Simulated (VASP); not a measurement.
Write the native input for VASP 6.6.1 that does the following.

```yaml
Task: single point
Functional: PBE
Potentials_or_basis: VASP PAW PBE potentials, release 64 (Ru_pv)
Cutoff: 520 eV
k_mesh: 15 × 15 × 8
Occupations: gaussian, width 0.1 eV
Spin: no spin polarisation
Dipole_correction: no
Further_INCAR_settings: ALGO = Normal; EDIFF = 1e-06; NBANDS = 21
```

The structure of Ru lies in POSCAR:

```
Ru
1.0
    2.7200250912      0.0000000000      0.0000000000
   -1.3600125456      2.3556108279      0.0000000000
    0.0000000000      0.0000000000      4.2967694965
Ru
2
Direct
    0.3333333333      0.6666666667      0.2500000000
    0.6666666667      0.3333333333      0.7500000000
```

These files were run (other wordings do the same):

INCAR

```
SYSTEM = Ru
PREC = Accurate
ENCUT = 520
EDIFF = 1E-6
ISMEAR = 0
SIGMA = 0.1
LREAL = .FALSE.
LASPH = .TRUE.
NELM = 80
ALGO = Normal
ISIF = 2
LWAVE = .FALSE.
LCHARG = .FALSE.
GGA = PE
NBANDS = 21
```

KPOINTS

```
Automatic mesh
0
G
  15 15 8
  0 0 0
```

Potentials or basis: VASP PAW PBE potentials, release 64 (Ru_pv).

Command:

```bash
$ cat potpaw_PBE.64/Ru_pv/POTCAR > POTCAR
$ mpirun -np 1 vasp_std > vasp.out
```

Results of the run:

- Pressure: -0.1 GPa
- Band gap on the k mesh: zero (band 14 reaches 14.11 eV, above the bottom of band 15 at 11.10 eV)

It took 88 s on 1 thread of AMD EPYC 7R43 64-Core Processor (Zen 3), with other jobs on the host, peak memory 0.14 GiB.
